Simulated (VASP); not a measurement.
Set up this calculation in VASP 6.6.1, as the native input.

```
Task                   : single point
Functional             : PBE
Potentials or basis    : VASP PAW PBE potentials, release 64 (Cs_sv, Sn_d, I)
Cutoff                 : 520 eV
k mesh                 : 6 × 6 × 6
Occupations            : gaussian, width 0.02 eV
Spin                   : no spin polarisation
Dipole correction      : no
Further INCAR settings : ALGO = Normal; EDIFF = 1e-06; NBANDS = 30
```

The structure of CsSnI3 lies in POSCAR:

```
CsSnI3
1.0
    6.5344969664      0.0000000000      0.0000000000
    0.0000000000      6.5344969664      0.0000000000
    0.0000000000      0.0000000000      6.5344969664
Cs Sn I
1 1 3
Direct
    0.0000000000      0.0000000000      0.0000000000
    0.5000000000      0.5000000000      0.5000000000
    0.0000000000      0.5000000000      0.5000000000
    0.5000000000      0.0000000000      0.5000000000
    0.5000000000      0.5000000000      0.0000000000
```

This cell differs from its parent crystal: equal strain along all axes, cell held: +4.0 %.

These files were run (other wordings do the same):

INCAR

```
SYSTEM = CsSnI3
PREC = Accurate ; ENCUT = 520
EDIFF = 1E-6 ; ISMEAR = 0
SIGMA = 0.02 ; LREAL = .FALSE.
LASPH = .TRUE. ; NELM = 100
ALGO = Normal ; ISIF = 2
LWAVE = .FALSE. ; LCHARG = .FALSE.
GGA = PE ; NBANDS = 30
```

KPOINTS

```
regular mesh
0
G
  6 6 6
  0 0 0
```

Potentials or basis: VASP PAW PBE potentials, release 64 (Cs_sv, Sn_d, I).

Launch:

```console
$ cat potpaw_PBE.64/Cs_sv/POTCAR potpaw_PBE.64/Sn_d/POTCAR potpaw_PBE.64/I/POTCAR > POTCAR
$ mpirun -np 1 vasp_std > vasp.out
```

Results of the run:

The pressure is -1.4 GPa and the band gap on the k mesh is 0.90 eV.

Caveat: the cell differs from its parent crystal (equal strain along all axes, cell held: +4.0 %); spin-orbit coupling is left out, which moves the levels of the heavy elements.

Wall time 85 s on 1 thread of Intel(R) Xeon(R) 6975P-C (Granite Rapids), on a shared host, peak memory 0.44 GiB.
